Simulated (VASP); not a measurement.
The system is Ba.

```xyz
1
Lattice="0.0000 3.2327 3.2327 3.2327 0.0000 3.2327 3.2327 3.2327 0.0000" Properties=species:S:1:pos:R:3 pbc="T T T"
Ba    0.0000    0.0000    0.0000
```

This isn't the form of Ba at room conditions, which is bcc.

Base run:

- Program: VASP 6.6.1
- Functional: r2SCAN
- Potentials or basis: VASP PAW PBE potentials, release 64 (Ba_sv)
- Cutoff: 520 eV
- k mesh: 7 × 7 × 7
- Occupations: fermi-dirac, width 0.05 eV
- Spin: no spin polarisation

Its results: pressure 0.0 GPa.

Problem. The run is repeated on the same cell with these changes: functional from r2SCAN to rpbe exchange, lyp correlation; cutoff from 520 eV to 500 eV; occupations from fermi-dirac, width 0.05 eV to fermi-dirac, width 0.025 eV. What comes out?

Solution. Pressure 0.7 GPa.

Caveats: the PAW data sets were made with another functional, which shifts forces and pressure a little.
